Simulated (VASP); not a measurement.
# BePd (Pm-3m) in VASP: a series of runs

BePd is run at these levels: LDA; tasks: electric field gradients.

Everything below comes from runs of VASP 6.6.1. Logs are shortened: lines on timing, memory, paths and dates and some standing lists are left out, and cuts for length are marked.

## (1) The cell of the first run

It takes space group Pm-3m (No. 221, cubic). The conventional cell has a = 2.813 Å, b = 2.813 Å, c = 2.813 Å, α = 90.00°, β = 90.00°, γ = 90.00°. Be (site symmetry m-3m) has 8 Pd at 2.44 Å and 6 Be at 2.81 Å within 3.2 Å. Within 3.2 Å of Pd (site symmetry m-3m) lie 8 Be at 2.44 Å and 6 Pd at 2.81 Å.

## (2) Electric field gradients, LDA

Contents of INCAR:

```
PREC = Accurate
ENCUT = 520
EDIFF = 1E-8
ISMEAR = -1
SIGMA = 0.08
LREAL = False
LASPH = True
NELM = 60
ALGO = Normal
ISIF = 2
LWAVE = False
LCHARG = False
GGA = CA
LEFG = True
NBANDS = 13
```

Contents of KPOINTS:

```
regular mesh
0
Gamma
  12 12 12
```

Contents of POSCAR:

```
BePd
1.0
    2.8130000000      0.0000000000      0.0000000000
    0.0000000000      2.8130000000      0.0000000000
    0.0000000000      0.0000000000      2.8130000000
Be Pd
1 1
Direct
    0.0000000000      0.0000000000      0.0000000000
    0.5000000000      0.5000000000      0.5000000000
```

Potentials or basis: VASP PAW LDA potentials, release 64 (Be, Pd).

Command:

```console
cat potpaw_LDA.64/Be/POTCAR potpaw_LDA.64/Pd/POTCAR > POTCAR
mpirun -np 1 vasp_std > vasp.out
```

OUTCAR:

```text
PREC = Accurate
   ENCUT = 520
   EDIFF = 1E-8
   ISMEAR = -1
   LREAL = False
   LASPH = True
   NELM = 60
   ISIF = 2
   GGA = CA

 ion  position               nearest neighbor table
   1  0.000  0.000  0.000-   2 2.44   2 2.44   2 2.44   2 2.44   2 2.44   2 2.44   2 2.44   2 2.44

   2  0.500  0.500  0.500-   1 2.44   1 2.44   1 2.44   1 2.44   1 2.44   1 2.44   1 2.44   1 2.44

  LATTYP: Found a simple cubic cell.
 ALAT       =     2.8130000000

  Lattice vectors:

 A1 = (   2.8130000000,   0.0000000000,   0.0000000000)
 A2 = (   0.0000000000,   2.8130000000,   0.0000000000)
 A3 = (   0.0000000000,   0.0000000000,   2.8130000000)

Analysis of symmetry for initial positions (statically):
=====================================================================
 Subroutine PRICEL returns:
 Original cell was already a primitive cell.

 Routine SETGRP: Setting up the symmetry group for a
 simple cubic supercell.

 Subroutine GETGRP returns: Found 48 space group operations
 (whereof 48 operations were pure point group operations)
 out of a pool of 48 trial point group operations.

The static configuration has the point symmetry O_h .

Analysis of symmetry for dynamics (positions and initial velocities):
=====================================================================
 Subroutine PRICEL returns:
 Original cell was already a primitive cell.

 Routine SETGRP: Setting up the symmetry group for a
 simple cubic supercell.

 Subroutine GETGRP returns: Found 48 space group operations
 (whereof 48 operations were pure point group operations)
 out of a pool of 48 trial point group operations.

The dynamic configuration has the point symmetry O_h .

 Subroutine INISYM returns: Found 48 space group operations
 (whereof 48 operations are pure point group operations),
 and found     1 'primitive' translations

----------------------------------------------------------------------------------------

                                     Primitive cell

  volume of cell :      22.2592

  direct lattice vectors                    reciprocal lattice vectors
     2.813000000  0.000000000  0.000000000     0.355492357  0.000000000  0.000000000
     0.000000000  2.813000000  0.000000000     0.000000000  0.355492357  0.000000000
     0.000000000  0.000000000  2.813000000     0.000000000  0.000000000  0.355492357

  length of vectors
     2.813000000  2.813000000  2.813000000     0.355492357  0.355492357  0.355492357

  position of ions in fractional coordinates (direct lattice)
     0.000000000  0.000000000  0.000000000
     0.500000000  0.500000000  0.500000000

  ion indices of the primitive-cell ions
   primitive index   ion index
                 1           1
                 2           2

----------------------------------------------------------------------------------------

 KPOINTS: regular mesh

Automatic generation of k-mesh.
 Grid dimensions read from file:
 generate k-points for:   12   12   12

 Generating k-lattice:

  Cartesian coordinates                     Fractional coordinates (reciprocal lattice)
     0.029624363  0.000000000  0.000000000     0.083333333  0.000000000  0.000000000
     0.000000000  0.029624363  0.000000000     0.000000000  0.083333333  0.000000000
     0.000000000  0.000000000  0.029624363     0.000000000  0.000000000  0.083333333

  Length of vectors
     0.029624363  0.029624363  0.029624363

  Shift w.r.t. Gamma in fractional coordinates (k-lattice)
     0.000000000  0.000000000  0.000000000

 Subroutine IBZKPT returns following result:
 ===========================================

 Found     84 irreducible k-points:

 Following reciprocal coordinates:
            Coordinates               Weight
  0.000000  0.000000  0.000000      1.000000
  0.083333  0.000000  0.000000      6.000000
  0.166667  0.000000  0.000000      6.000000
  0.250000  0.000000  0.000000      6.000000
  0.333333  0.000000  0.000000      6.000000
  0.416667  0.000000  0.000000      6.000000
[... 16 lines left out ...]
  0.333333  0.333333  0.000000     12.000000
  0.416667  0.333333  0.000000     24.000000
 [... further k-points ...]
   k-points           NKPTS =     84   k-points in BZ     NKDIM =     84   number of bands    NBANDS=     13
   number of dos      NEDOS =    301   number of ions     NIONS =      2
   total plane-waves  NPLWV =  13824
   dimension x,y,z NGX =    24 NGY =   24 NGZ =   24
   dimension x,y,z NGXF=    48 NGYF=   48 NGZF=   48
   ions per type =               1   1
   NGX,Y,Z   is equivalent  to a cutoff of  14.18, 14.18, 14.18 a.u.
   NGXF,Y,Z  is equivalent  to a cutoff of  28.37, 28.37, 28.37 a.u.
 SYSTEM =  unknown system
   PREC   = accura    normal or accurate (medium, high low for compatibility)
   ISTART =      0    job   : 0-new  1-cont  2-samecut
   ICHARG =      2    charge: 1-file 2-atom 10-const
   ISPIN  =      1    spin polarized calculation?
   LNONCOLLINEAR =      F non collinear calculations
   LSORBIT =      F    spin-orbit coupling
   LASPH  =      T    aspherical Exc in radial PAW
   ENCUT  =  520.0 eV  38.22 Ry    6.18 a.u.   5.23  5.23  5.23*2*pi/ulx,y,z
   NELM   =     60;   NELMIN=  2; NELMDL= -5     # of ELM steps
   EDIFF  = 0.1E-07   stopping-criterion for ELM
   LREAL  =      F    real-space projection
   EDIFFG = 0.1E-06   stopping-criterion for IOM
   NSW    =      0    number of steps for IOM
   IBRION =     -1    ionic relax: 0-MD 1-quasi-New 2-CG
   NFREE  =      0    steps in history (QN), initial steepest desc. (CG)
   ISIF   =      2    stress and relaxation
   ISYM   =      2    0-nonsym 1-usesym 2-fastsym
   POTIM  = 0.5000    time-step for ionic-motion
   TEBEG  =    0.0;   TEEND  =   0.0 temperature during run
   PSTRESS=    0.0 pullay stress
   NELECT =      12.0000    total number of electrons
   NUPDOWN=      -1.0000    fix difference up-down
   EMIN   =  10.00;   EMAX   =-10.00  energy-range for DOS
   EFERMI =   0.00;   METHOD = LEGACY
   ISMEAR =    -1;   SIGMA  =   0.08  broadening in eV -4-tet -1-fermi 0-gaus
   EFERMI_NEDOS =   21; number of points for ismear=-14 and -15
   IALGO  =     38    algorithm
   IMIX   =      4    mixing-type and parameters
     AMIX     =   0.40;   BMIX     =  1.00
     AMIX_MAG =   1.60;   BMIX_MAG =  1.00
  volume/ion in A,a.u.               =      11.13        75.11
  Fermi-wavevector in a.u.,A,eV,Ry     =   1.332393  2.517857 24.154012  1.775270
  Thomas-Fermi vector in A             =   2.461331
   LORBIT       =      0    0 simple, 1 ext, 2 COOP (PROOUT), +10 PAW based schemes
   GGA     = CA    functional components
   LHFCALC =     F    Hartree Fock is set to
   AEXX    =    0.0000 exact exchange contribution
   IVDW    =     0    specifies the selected vdW correction
   LEPSILON=     F    determine dielectric tensor
   LRPA    =     F    only Hartree local field effects (RPA)
 non-spin polarized calculation
  energy-cutoff  :      520.00
  volume of cell :       22.26
 maximum number of plane-waves:       624
 NGX is ok and might be reduce to    24
   NGX = 11   NGY = 11   NGZ = 11

 number of electron      12.0000003 magnetization

 Free energy of the ion-electron system (eV)
  ---------------------------------------------------
  ext. energy  EPLUGINS =         0.00000000
  ---------------------------------------------------
  free energy    TOTEN  =       -11.93882495 eV

  energy without entropy =      -11.92104575  energy(sigma->0) =      -11.92993535

 E-fermi :   9.6992     XC(G=0): -12.5823

 val. band max:        9.6948745931   @ k =   0.4167   0.4167   0.0833
 cond. band min:       9.7195338735   @ k =   0.5000   0.5000   0.1667
 fundamental gap:      0.0246592804
 Fermi energy:         9.6992140670

 k-point     1 :       0.0000    0.0000    0.0000
  band No.  band energies     occupation
      1       0.0645      2.00000
      2       4.0894      2.00000
      3       4.0894      2.00000
      4       7.3716      2.00000
      5       7.3716      2.00000
      6       7.3716      2.00000
      7      14.9895      0.00000
      8      14.9895      0.00000
      9      14.9895      0.00000
     10      24.0968      0.00000
     11      24.0968      0.00000
     12      26.4439      0.00000
     13      33.1805      0.00000
[... 354 lines left out ...]
  band No.  band energies     occupation
      1       3.2054      2.00000
      2       4.3013      2.00000
      3       6.1292      2.00000
      4       6.2725      2.00000
      5       6.5941      2.00000
      6       7.0012      2.00000
      7       9.8847      0.17918
      8      15.6910      0.00000
      9      17.5769      0.00000
     10      18.7104      0.00000
     11      25.1539      0.00000
     12      26.5840      0.00000
     13      28.6844      0.00000

 [... further k-points ...]

------------------------ aborting loop because EDIFF is reached ----------------------------------------

  FORCE on cell =-STRESS in cart. coord.  units (eV):
  Direction    XX          YY          ZZ          XY          YZ          ZX
  --------------------------------------------------------------------------------------
  -------------------------------------------------------------------------------------
  Total       -1.0245512     -1.0245512     -1.0245512     -0.0000000     -0.0000000     -0.0000000
  in kB      -73.7454184    -73.7454184    -73.7454184     -0.0000000     -0.0000000     -0.0000000
  external PRESSURE =     -73.7454184 kB  Pullay stress =       0.0000000 kB

 VOLUME and BASIS-vectors are now :
 -----------------------------------------------------------------------------
  energy-cutoff  :      520.00
  volume of cell :       22.26
      direct lattice vectors                 reciprocal lattice vectors
     2.813000000  0.000000000  0.000000000     0.355492357  0.000000000  0.000000000
     0.000000000  2.813000000  0.000000000     0.000000000  0.355492357  0.000000000
     0.000000000  0.000000000  2.813000000     0.000000000  0.000000000  0.355492357

 POSITION                                       TOTAL-FORCE (eV/Angst)
 -----------------------------------------------------------------------------------
      0.00000      0.00000      0.00000         0.000000      0.000000      0.000000
      1.40650      1.40650      1.40650         0.000000      0.000000      0.000000
 -----------------------------------------------------------------------------------
    total drift:                                0.000000     -0.000000     -0.000000

  FREE ENERGIE OF THE ION-ELECTRON SYSTEM (eV)
  ---------------------------------------------------
  free  energy   TOTEN  =       -11.9388249524 eV

  energy  without entropy=      -11.9210457513  energy(sigma->0) =      -11.92993535

 Electric field gradients (V/A^2)
---------------------------------------------------------------------
 ion       V_xx      V_yy      V_zz      V_xy      V_xz      V_yz
---------------------------------------------------------------------
   1       0.000    -0.000     0.000    -0.000    -0.000    -0.000
   2      -0.000    -0.000     0.000     0.000    -0.000    -0.000
---------------------------------------------------------------------

 Electric field gradients after diagonalization (V/A^2)
 (convention: |V_zz| > |V_xx| > |V_yy|)
----------------------------------------------------------------------
 ion       V_xx      V_yy      V_zz     asymmetry (V_yy - V_xx)/ V_zz
----------------------------------------------------------------------
   1       0.000    -0.000     0.000      -0.720
   2      -0.000    -0.000     0.000       0.063
----------------------------------------------------------------------

           NMR quadrupolar parameters

 Cq : quadrupolar parameter    Cq=e*Q*V_zz/h
 eta: asymmetry parameters     (V_yy - V_xx)/ V_zz
 Q  : nuclear electric quadrupole moment in mb (millibarn)
----------------------------------------------------------------------
 ion       Cq(MHz)       eta       Q (mb)
----------------------------------------------------------------------
   1       0.000      -0.720       1.000
   2       0.000       0.063       1.000
----------------------------------------------------------------------
```

Wall time 26 s (1 thread of Intel Xeon 8259CL, shared host); peak memory 0.15 GiB.

What came out:

| Quantity | Value |
| --- | --- |
| Free energy | -11.9388 eV |
| Pressure | -7.4 GPa |
| Band gap on the k mesh | zero (bands 6 and 7 overlap by 6.08 eV) |
| Largest electric field gradient by atom | under 0.05 V/Å² on every atom |

Levels at points of the mesh, in eV from the Fermi level:
| k point | band 2 | band 3 | band 4 | band 5 | band 6 | band 7 | band 8 | band 9 | band 10 | band 11 |
| --- | --- | --- | --- | --- | --- | --- | --- | --- | --- | --- |
| (0.00, 0.00, 0.00) | -5.61 | -5.61 | -2.33 | -2.33 | -2.33 | 5.29 | 5.29 | 5.29 | 14.40 | 14.40 |
| (0.50, 0.00, 0.00) | -5.13 | -4.63 | -3.89 | -3.89 | -2.19 | -0.02 | 10.09 | 10.09 | 11.49 | 14.63 |
| (0.50, 0.50, 0.00) | -4.89 | -3.35 | -3.35 | -1.86 | -1.86 | -1.29 | 5.43 | 6.11 | 8.65 | 15.69 |
| (0.50, 0.50, 0.50) | -6.40 | -6.40 | -1.21 | -1.21 | 4.79 | 5.57 | 5.57 | 5.57 | 6.72 | 6.72 |

Caveat: the cell stands under tension.

[end of part 1 of 2]

The gap in the log of VASP goes by the Fermi energy; the results here count the filled bands.